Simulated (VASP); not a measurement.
SnSe2:

```
CELL_PARAMETERS angstrom
3.81100 0.00000 0.00000
-1.90550 3.30042 0.00000
0.00000 0.00000 6.13600
ATOMIC_POSITIONS crystal
Sn 0.00000 0.00000 0.00000
Se 0.33333 0.66667 0.24900
Se 0.66667 0.33333 0.75100
```

| Property | Result |
| --- | --- |
| Program | VASP 6.6.1 |
| Task | relaxation of the atoms |
| Functional | PBE |
| Dispersion | D3(BJ) |
| Potentials or basis | VASP PAW PBE potentials, release 64 (Sn_d, Se) |
| Cutoff | 450 eV |
| k mesh | 12 × 12 × 6 |
| Occupations | gaussian, width 0.02 eV |
| Spin | no spin polarisation |

At the start: pressure 3.3 GPa; volume 25.73 Å³/atom.

Problem. Where does the relaxation end?

Solution. Over 3 steps the energy falls by 21.1 meV/atom; space group P-3m1 (No. 164, to 0.1 Å) before and after.

Step by step:
| step | energy change (eV) | largest force (eV/Å) | pressure (GPa) |
| --- | --- | --- | --- |
| 1 | 0.0000 | 0.8184 | 3.30 |
| 2 | -0.0478 | 0.3967 | 1.75 |
| 3 | -0.0632 | 0.0053 | 0.32 |

Final structure:
```
Sn Se
1.0
     3.81100    0.00000    0.00000
    -1.90550    3.30042    0.00000
     0.00000    0.00000    6.13600
Sn Se
1 2
Direct
  0.00000 0.00000 0.00000
  0.33333 0.66667 0.26195
  0.66667 0.33333 0.73805
```
